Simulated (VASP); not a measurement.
# HfO2 (P1) in VASP: single point with PBE

Aim: the single point of HfO2 with PBE.

Program: VASP 6.6.1. These are calculated values, not measurements. Logs are shortened: lines on timing, memory, paths and dates and some standing lists are left out, and cuts for length are marked.

## Step 1: The cell of the first run

The typed cell holds 3 atoms: a = 3.617 Å, b = 3.617 Å, c = 3.617 Å, α = 60.00°, β = 60.00°, γ = 60.00°.

## Step 2: Single point, PBE (atom 2 (O) moved by (-0.450, -0.225) A along y and z)

Input file INCAR:

```
SYSTEM = HfO2
ALGO = Normal ; EDIFF = 1E-6
ENCUT = 520 ; GGA = PE
ISIF = 2 ; ISMEAR = 0
LASPH = .True. ; LCHARG = .False.
LREAL = .False. ; LWAVE = .False.
NBANDS = 18 ; NELM = 60
PREC = Accurate ; SIGMA = 0.05
```

Input file KPOINTS:

```
k-points
0
Gamma
  8 8 8
  0 0 0
```

Input file POSCAR:

```
HfO2
1.0
    0.0000000000      2.5575000000      2.5575000000
    2.5575000000      0.0000000000      2.5575000000
    2.5575000000      2.5575000000      0.0000000000
Hf O
1 2
Direct
    0.0000000000      0.0000000000      0.0000000000
    0.1180351906      0.2939882698      0.2060117302
    0.7500000000      0.7500000000      0.7500000000
```

Potentials or basis: VASP PAW PBE potentials, release 64 (Hf_pv, O).

Started as:

```
$ cat potpaw_PBE.64/Hf_pv/POTCAR potpaw_PBE.64/O/POTCAR > POTCAR
$ mpirun -np 1 vasp_std > vasp.out
```

OUTCAR:

```text
SYSTEM = HfO2
   EDIFF = 1E-6
   ENCUT = 520
   GGA = PE
   ISIF = 2
   ISMEAR = 0
   LASPH = .True.
   LREAL = .False.
   NELM = 60
   PREC = Accurate

 ion  position               nearest neighbor table
   1  0.000  0.000  0.000-   2 1.85   2 2.14   3 2.21   3 2.21   3 2.21   3 2.21   2 2.39   2 2.62

   2  0.118  0.294  0.206-   1 1.85   1 2.14   1 2.39   1 2.62
   3  0.750  0.750  0.750-   1 2.21   1 2.21   1 2.21   1 2.21

  LATTYP: Found a face centered cubic cell.
 ALAT       =     5.1150000000

  Lattice vectors:

 A1 = (   0.0000000000,   2.5575000000,   2.5575000000)
 A2 = (   2.5575000000,   0.0000000000,   2.5575000000)
 A3 = (   2.5575000000,   2.5575000000,   0.0000000000)

Analysis of symmetry for initial positions (statically):
=====================================================================
 Subroutine PRICEL returns:
 Original cell was already a primitive cell.

 Routine SETGRP: Setting up the symmetry group for a
 face centered cubic supercell.

 Subroutine GETGRP returns: Found  1 space group operations
 (whereof  1 operations were pure point group operations)
 out of a pool of 48 trial point group operations.

The static configuration has the point symmetry C_1 .

Analysis of symmetry for dynamics (positions and initial velocities):
=====================================================================
 Subroutine PRICEL returns:
 Original cell was already a primitive cell.

 Routine SETGRP: Setting up the symmetry group for a
 face centered cubic supercell.

 Subroutine GETGRP returns: Found  1 space group operations
 (whereof  1 operations were pure point group operations)
 out of a pool of 48 trial point group operations.

The dynamic configuration has the point symmetry C_1 .

 Subroutine INISYM returns: Found  1 space group operations
 (whereof  1 operations are pure point group operations),
 and found     1 'primitive' translations

----------------------------------------------------------------------------------------

                                     Primitive cell

  volume of cell :      33.4562

  direct lattice vectors                    reciprocal lattice vectors
     0.000000000  2.557500000  2.557500000    -0.195503421  0.195503421  0.195503421
     2.557500000  0.000000000  2.557500000     0.195503421 -0.195503421  0.195503421
     2.557500000  2.557500000  0.000000000     0.195503421  0.195503421 -0.195503421

  length of vectors
     3.616851186  3.616851186  3.616851186     0.338621859  0.338621859  0.338621859

  position of ions in fractional coordinates (direct lattice)
     0.000000000  0.000000000  0.000000000
     0.118035191  0.293988270  0.206011730
     0.750000000  0.750000000  0.750000000

  ion indices of the primitive-cell ions
   primitive index   ion index
                 1           1
                 2           2
                 3           3

----------------------------------------------------------------------------------------

 KPOINTS: k-points

Automatic generation of k-mesh.
 Grid dimensions read from file:
 generate k-points for:    8    8    8

 Generating k-lattice:

  Cartesian coordinates                     Fractional coordinates (reciprocal lattice)
    -0.024437928  0.024437928  0.024437928     0.125000000  0.000000000  0.000000000
     0.024437928 -0.024437928  0.024437928     0.000000000  0.125000000  0.000000000
     0.024437928  0.024437928 -0.024437928     0.000000000  0.000000000  0.125000000

  Length of vectors
     0.042327732  0.042327732  0.042327732

  Shift w.r.t. Gamma in fractional coordinates (k-lattice)
     0.000000000  0.000000000  0.000000000

 Subroutine IBZKPT returns following result:
 ===========================================

 Found    260 irreducible k-points:

 Following reciprocal coordinates:
            Coordinates               Weight
  0.000000  0.000000  0.000000      1.000000
  0.125000  0.000000  0.000000      2.000000
  0.000000  0.125000  0.000000      2.000000
  0.000000  0.000000  0.125000      2.000000
  0.125000  0.125000  0.125000      2.000000
  0.250000  0.000000  0.000000      2.000000
[... 16 lines left out ...]
  0.125000  0.000000  0.250000      2.000000
  0.125000  0.125000 -0.125000      2.000000
 [... further k-points ...]
   k-points           NKPTS =    260   k-points in BZ     NKDIM =    260   number of bands    NBANDS=     18
   number of dos      NEDOS =    301   number of ions     NIONS =      3
   total plane-waves  NPLWV =  21952
   dimension x,y,z NGX =    28 NGY =   28 NGZ =   28
   dimension x,y,z NGXF=    56 NGYF=   56 NGZF=   56
   ions per type =               1   2
   NGX,Y,Z   is equivalent  to a cutoff of  12.87, 12.87, 12.87 a.u.
   NGXF,Y,Z  is equivalent  to a cutoff of  25.74, 25.74, 25.74 a.u.
 SYSTEM =  HfO2
   PREC   = accura    normal or accurate (medium, high low for compatibility)
   ISTART =      0    job   : 0-new  1-cont  2-samecut
   ICHARG =      2    charge: 1-file 2-atom 10-const
   ISPIN  =      1    spin polarized calculation?
   LNONCOLLINEAR =      F non collinear calculations
   LSORBIT =      F    spin-orbit coupling
   LASPH  =      T    aspherical Exc in radial PAW
   ENCUT  =  520.0 eV  38.22 Ry    6.18 a.u.   6.72  6.72  6.72*2*pi/ulx,y,z
   NELM   =     60;   NELMIN=  2; NELMDL= -5     # of ELM steps
   EDIFF  = 0.1E-05   stopping-criterion for ELM
   LREAL  =      F    real-space projection
   EDIFFG = 0.1E-04   stopping-criterion for IOM
   NSW    =      0    number of steps for IOM
   IBRION =     -1    ionic relax: 0-MD 1-quasi-New 2-CG
   NFREE  =      0    steps in history (QN), initial steepest desc. (CG)
   ISIF   =      2    stress and relaxation
   ISYM   =      2    0-nonsym 1-usesym 2-fastsym
   POTIM  = 0.5000    time-step for ionic-motion
   TEBEG  =    0.0;   TEEND  =   0.0 temperature during run
   PSTRESS=    0.0 pullay stress
   NELECT =      22.0000    total number of electrons
   NUPDOWN=      -1.0000    fix difference up-down
   EMIN   =  10.00;   EMAX   =-10.00  energy-range for DOS
   EFERMI =   0.00;   METHOD = LEGACY
   ISMEAR =     0;   SIGMA  =   0.05  broadening in eV -4-tet -1-fermi 0-gaus
   EFERMI_NEDOS =   21; number of points for ismear=-14 and -15
   IALGO  =     38    algorithm
   IMIX   =      4    mixing-type and parameters
     AMIX     =   0.40;   BMIX     =  1.00
     AMIX_MAG =   1.60;   BMIX_MAG =  1.00
  volume/ion in A,a.u.               =      11.15        75.26
  Fermi-wavevector in a.u.,A,eV,Ry     =   1.423607  2.690227 27.574337  2.026657
  Thomas-Fermi vector in A             =   2.544186
   LORBIT       =      0    0 simple, 1 ext, 2 COOP (PROOUT), +10 PAW based schemes
   GGA     = PE    functional components
   LHFCALC =     F    Hartree Fock is set to
   AEXX    =    0.0000 exact exchange contribution
   IVDW    =     0    specifies the selected vdW correction
   LEPSILON=     F    determine dielectric tensor
   LRPA    =     F    only Hartree local field effects (RPA)
 non-spin polarized calculation
 Gauss-broadening in eV      SIGMA  =   0.05
  energy-cutoff  :      520.00
  volume of cell :       33.46
 maximum number of plane-waves:       934
   NGX = 13   NGY = 13   NGZ = 13

 number of electron      21.9999999 magnetization

 Free energy of the ion-electron system (eV)
  ---------------------------------------------------
  ext. energy  EPLUGINS =         0.00000000
  ---------------------------------------------------
  free energy    TOTEN  =       -28.79126439 eV

  energy without entropy =      -28.79126439  energy(sigma->0) =      -28.79126439

 E-fermi :   4.6547     XC(G=0): -11.6542

 val. band max:        4.3229412418   @ k =   0.5000   0.0000   0.5000
 cond. band min:       7.7788659054   @ k =   0.5000   0.0000   0.5000
 fundamental gap:      3.4559246635
 Fermi energy:         4.6546662796

 k-point     1 :       0.0000    0.0000    0.0000
  band No.  band energies     occupation
      1     -25.6648      2.00000
      2     -25.5656      2.00000
      3     -25.4967      2.00000
      4     -14.7853      2.00000
      5     -11.5784      2.00000
      6      -1.5249      2.00000
[... 10 lines left out ...]
     17      15.4036      0.00000
     18      17.9848      0.00000

 k-point     2 :       0.1250    0.0000    0.0000
  band No.  band energies     occupation
      1     -25.6859      2.00000
      2     -25.6008      2.00000
      3     -25.5025      2.00000
      4     -14.6659      2.00000
      5     -11.6588      2.00000
      6      -1.4774      2.00000
[... 10 lines left out ...]
     17      15.3695      0.00000
     18      17.7846      0.00000

 k-point     3 :       0.0000    0.1250    0.0000
  band No.  band energies     occupation
      1     -25.6981      2.00000
      2     -25.5870      2.00000
      3     -25.5316      2.00000
      4     -14.5485      2.00000
      5     -11.7224      2.00000
      6      -1.5712      2.00000
[... 10 lines left out ...]
     17      15.4898      0.00000
     18      17.3782      0.00000

 k-point     4 :       0.0000    0.0000    0.1250
  band No.  band energies     occupation
      1     -25.6853      2.00000
      2     -25.5890      2.00000
      3     -25.5244      2.00000
      4     -14.6186      2.00000
      5     -11.7083      2.00000
      6      -1.3889      2.00000
[... 375 lines left out ...]
      4     -13.9908      2.00000
      5     -11.9709      2.00000
      6      -1.2935      2.00000
[... 10 lines left out ...]
     17      15.2755      0.00000
     18      16.9855      0.00000

 k-point    23 :       0.1250    0.0000    0.2500
  band No.  band energies     occupation
      1     -25.7777      2.00000
      2     -25.6088      2.00000
      3     -25.5780      2.00000
      4     -14.1921      2.00000
      5     -12.0301      2.00000
      6      -0.9031      2.00000
[... 10 lines left out ...]
     17      14.8357      0.00000
     18      17.5303      0.00000

 k-point    24 :       0.1250    0.1250   -0.1250
  band No.  band energies     occupation
      1     -25.7297      2.00000
      2     -25.6616      2.00000
      3     -25.5746      2.00000
      4     -14.2082      2.00000
      5     -11.9491      2.00000
      6      -1.3937      2.00000
[... 10 lines left out ...]
     17      14.7070      0.00000
     18      17.5734      0.00000

 [... further k-points ...]
[... 5 lines left out ...]
  --------------------------------------------------------------------------------------
  -------------------------------------------------------------------------------------
  Total        2.0518167      4.7980122      2.2106825      2.1789364      0.6306562      3.7694715
  in kB       98.2589747    229.7708893    105.8668581    104.3465800     30.2013460    180.5153432
  external PRESSURE =     144.6322407 kB  Pullay stress =       0.0000000 kB

 VOLUME and BASIS-vectors are now :
 -----------------------------------------------------------------------------
  energy-cutoff  :      520.00
  volume of cell :       33.46
      direct lattice vectors                 reciprocal lattice vectors
     0.000000000  2.557500000  2.557500000    -0.195503421  0.195503421  0.195503421
     2.557500000  0.000000000  2.557500000     0.195503421 -0.195503421  0.195503421
     2.557500000  2.557500000  0.000000000     0.195503421  0.195503421 -0.195503421

 POSITION                                       TOTAL-FORCE (eV/Angst)
 -----------------------------------------------------------------------------------
      0.00000      0.00000      0.00000        -2.512975     -1.541714     -1.521332
      1.27875      0.82875      1.05375         2.866352      5.641424      3.118824
      3.83625      3.83625      3.83625        -0.353377     -4.099710     -1.597493
 -----------------------------------------------------------------------------------
    total drift:                                0.000088      0.000137      0.000061

  FREE ENERGIE OF THE ION-ELECTRON SYSTEM (eV)
  ---------------------------------------------------
  free  energy   TOTEN  =       -28.7912643915 eV

  energy  without entropy=      -28.7912643915  energy(sigma->0) =      -28.79126439
```

Wall time 2.5 min (1 thread of AMD EPYC 7R43 (Zen 3), shared host); peak memory 0.24 GiB.

What came out:

```yaml
Free_energy: -28.7913 eV
Pressure: 14.5 GPa
Largest_force: 7.055 eV/Å
Band_gap_on_the_k_mesh: 3.46 eV, direct
```

Forces in eV/Å, atoms in the order of the input:
```
Hf  -2.513 -1.542 -1.521
O    2.866  5.641  3.119
O   -0.353 -4.100 -1.597
```

Levels at points of the mesh, in eV from the valence-band top:
| k point | band 7 | band 8 | band 9 | band 10 | band 11 | band 12 | band 13 | band 14 | band 15 | band 16 |
| --- | --- | --- | --- | --- | --- | --- | --- | --- | --- | --- |
| (0.00, 0.00, 0.00) | -5.60 | -4.70 | -1.64 | -0.92 | -0.77 | 3.80 | 4.29 | 4.70 | 8.56 | 10.07 |
| (0.50, 0.00, 0.00) | -4.98 | -3.65 | -2.47 | -1.69 | -0.77 | 4.11 | 4.72 | 5.77 | 9.42 | 10.06 |
| (0.00, 0.50, 0.00) | -4.52 | -3.53 | -2.90 | -2.19 | -1.54 | 3.83 | 5.08 | 6.52 | 7.70 | 8.26 |
| (0.00, 0.00, 0.50) | -4.32 | -3.33 | -2.82 | -2.42 | -0.87 | 3.87 | 4.85 | 5.88 | 8.17 | 9.19 |
| (0.50, 0.50, 0.50) | -4.03 | -3.80 | -2.65 | -2.48 | -1.95 | 4.09 | 4.92 | 5.84 | 7.14 | 7.62 |
| (0.50, 0.50, 0.00) | -4.14 | -3.69 | -2.82 | -0.92 | -0.37 | 4.02 | 5.32 | 5.99 | 6.80 | 8.52 |
| (0.00, 0.50, 0.50) | -4.19 | -3.72 | -2.88 | -0.83 | -0.43 | 4.24 | 5.18 | 6.04 | 6.94 | 7.85 |
| (0.50, 0.00, 0.50) | -3.96 | -3.46 | -2.59 | -1.04 | 0.00 | 3.46 | 5.13 | 6.28 | 6.48 | 9.46 |

Caveat: the cell differs from its parent crystal (atom 2 (O) moved by (-0.450, -0.225) A along y and z); spin-orbit coupling is left out, which moves the levels of the heavy elements; forces of over 1 eV/Å act on the atoms, so gaps and moduli don't describe the material at rest. A k mesh can miss the band edges.
